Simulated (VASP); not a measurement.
A run of VASP 6.6.1:

Contents of INCAR:

```
PREC = Accurate
ENCUT = 520
EDIFF = 1E-6
ISMEAR = -1
SIGMA = 0.08
LREAL = F
LASPH = T
NELM = 80
ALGO = Normal
ISIF = 2
LWAVE = F
LCHARG = F
NBANDS = 16
```

Contents of KPOINTS:

```
regular mesh
0
Gamma
  9 9 9
```

POSCAR

```
K
1.0
    0.0000000000      4.4413351492      4.4413351492
    4.4413351492      0.0000000000      4.4413351492
    4.4413351492      4.4413351492      0.0000000000
K
2
Direct
   -0.1250000000     -0.1250000000     -0.1250000000
    0.1250000000      0.1250000000      0.1250000000
```

Potentials or basis: VASP PAW LDA potentials, release 64 (K_sv).

Run with:

```sh
$ cat potpaw_LDA.64/K_sv/POTCAR > POTCAR
$ mpirun -np 1 vasp_std > vasp.out
```

Hardware: 1 thread of Intel Xeon 8259CL, with other jobs on the host.

Q: Estimate the wall time of this run.

A: It took 110 s on 1 thread of Intel Xeon 8259CL, with other jobs on the host, peak memory 0.28 GiB. Counts: scf iterations 10, k points 35.
